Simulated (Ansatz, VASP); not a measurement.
## One calculation of HfO2, two programs

```
CELL_PARAMETERS angstrom
0.00000 2.55750 2.60865
2.55750 0.00000 2.60865
2.55750 2.55750 0.00000
ATOMIC_POSITIONS crystal
Hf 0.00000 0.00000 0.00000
O 0.25000 0.25000 0.25000
O 0.75000 0.75000 0.75000
```

Change from the starting cell: zz strain of +2 %.

Alike in both runs: task single point; functional LDA; k mesh 8 × 8 × 8; occupations fermi-dirac, width 0.01 eV; no spin polarisation.

|  | VASP | Ansatz |
| --- | --- | --- |
| version | VASP 6.6.1 | Ansatz 0.2.0 |
| potentials or method | VASP PAW LDA potentials, release 64 (Hf_pv, O), cutoff 520 eV | all-electron LAPW, scalar-relativistic |

Ansatz gave:

| Property | Result |
| --- | --- |
| gap on the k mesh at the Fermi level (eV) | 3.37 |
| pressure (GPa) | -20.4 |
| traceless stress, the component that is largest in VASP (GPa) | -5.77 |

Task: Estimate VASP's values.

Result: gap on the k mesh at the Fermi level (eV): 3.38; pressure (GPa): -23.1; traceless stress, the component that is largest in VASP (GPa): -5.85.

LDA's correlation is that of Perdew and Zunger in VASP and of Perdew and Wang (1992) in Ansatz. Ansatz ran all-electron here, and VASP with PAW potentials.

Neither program's run includes spin-orbit coupling.
